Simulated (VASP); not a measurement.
Set up this calculation in VASP 6.6.1, as the native input.

- Task: single point
- Functional: r2SCAN
- Potentials or basis: VASP PAW PBE potentials, release 64 (Si, C)
- Cutoff: 520 eV
- k mesh: 12 × 12 × 6
- Occupations: gaussian, width 0.02 eV
- Spin: no spin polarisation
- Dipole correction: no
- Further INCAR settings: ALGO = Normal; EDIFF = 1e-07; NBANDS = 16

SiC:

```
CELL_PARAMETERS angstrom
3.07989 0.00000 0.00000
-1.53994 2.66726 0.00000
0.00000 0.00000 5.05554
ATOMIC_POSITIONS crystal
Si 0.33333 0.66667 0.49959
Si 0.66667 0.33333 0.99959
C 0.33333 0.66667 0.87541
C 0.66667 0.33333 0.37541
```

These files were run (other wordings do the same):

POSCAR

```
SiC
1.0
    3.0798863787      0.0000000000      0.0000000000
   -1.5399431894      2.6672598448      0.0000000000
    0.0000000000      0.0000000000      5.0555449938
Si C
2 2
Direct
    0.3333333333      0.6666666667      0.4995947347
    0.6666666667      0.3333333333      0.9995947347
    0.3333333333      0.6666666667      0.8754052653
    0.6666666667      0.3333333333      0.3754052653
```

INCAR.step1

```
PREC = Accurate ; ENCUT = 520
ISMEAR = 0 ; SIGMA = 0.02
LREAL = F ; LASPH = T
NELM = 80 ; NBANDS = 16
GGA = PE ; ALGO = Normal
EDIFF = 1E-4 ; LWAVE = T
LCHARG = F
```

INCAR.step2

```
PREC = Accurate ; ENCUT = 520
EDIFF = 1E-7 ; ISMEAR = 0
SIGMA = 0.02 ; LREAL = F
LASPH = T ; NELM = 80
ALGO = Normal ; ISIF = 2
LWAVE = F ; LCHARG = F
METAGGA = R2SCAN ; LMIXTAU = T
NBANDS = 16 ; ISTART = 1
```

KPOINTS

```
Automatic mesh
0
Gamma
  12 12 6
```

Potentials or basis: VASP PAW PBE potentials, release 64 (Si, C).

Launch:

```console
$ cat potpaw_PBE.64/Si/POTCAR potpaw_PBE.64/C/POTCAR > POTCAR
$ cp INCAR.step1 INCAR
$ mpirun -np 1 vasp_std > vasp.out
$ cp INCAR.step2 INCAR
$ mpirun -np 1 vasp_std > vasp.out
```

It gave:

```
Pressure               : -1.2 GPa
Band gap on the k mesh : 2.67 eV, indirect (least direct gap 4.47 eV)
```

Caveat: the PAW data sets were made with another functional, which shifts forces and pressure a little.

Wall time 2.3 min on 1 thread of AMD EPYC 9R45 96-Core Processor (Zen 5) (shared host), peak memory 0.15 GiB.
